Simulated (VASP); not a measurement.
Write the native input for VASP 6.6.1 that does the following.

- Task: single point
- Functional: PBEsol
- Potentials or basis: VASP PAW PBE potentials, release 64 (Mg, O)
- Cutoff: 520 eV
- k mesh: 12 × 12 × 12
- Occupations: gaussian, width 0.05 eV
- Spin: no spin polarisation
- Dipole correction: no
- Further INCAR settings: ALGO = Normal; EDIFF = 1e-06; NBANDS = 14

The structure of MgO2 lies in POSCAR:

```
MgO2
1.0
    1.6047610160      0.9265092046      3.3891595087
   -1.6047610160      0.9265092046      3.3891595087
    0.0000000000     -1.8530184092      3.3891595087
Mg O
1 2
Direct
    0.0000000000      0.0000000000      0.0000000000
    0.4287860000      0.4287860000      0.4287860000
    0.5712140000      0.5712140000      0.5712140000
```

This cell differs from its parent crystal: strain +0.000 along x and y, -0.030 along z.

These files were run (other wordings do the same):

INCAR

```
SYSTEM = MgO2
ALGO = Normal ; EDIFF = 1E-6
ENCUT = 520 ; GGA = PS
ISIF = 2 ; ISMEAR = 0
LASPH = .True. ; LCHARG = .True.
LELF = .True. ; LREAL = .False.
LVHAR = .True. ; LWAVE = .False.
NBANDS = 14 ; NELM = 80
PREC = Accurate ; SIGMA = 0.05
```

KPOINTS

```
k-points
0
Gamma
  12 12 12
  0 0 0
```

Potentials or basis: VASP PAW PBE potentials, release 64 (Mg, O).

Command:

```bash
$ cat potpaw_PBE.64/Mg/POTCAR potpaw_PBE.64/O/POTCAR > POTCAR
$ mpirun -np 1 vasp_std > vasp.out
```

Results of the run:

- Pressure: 0.9 GPa
- Largest force: 0.836 eV/Å
- Band gap on the k mesh: 2.85 eV, direct

Caveat: the cell differs from its parent crystal (strain +0.000 along x and y, -0.030 along z); the PAW data sets were made with another functional, which shifts forces and pressure a little.

Wall time 91 s on 1 thread of Intel(R) Xeon(R) Platinum 8259CL CPU @ 2.50GHz (Skylake/Cascade Lake), with other jobs on the host, peak memory 0.22 GiB.
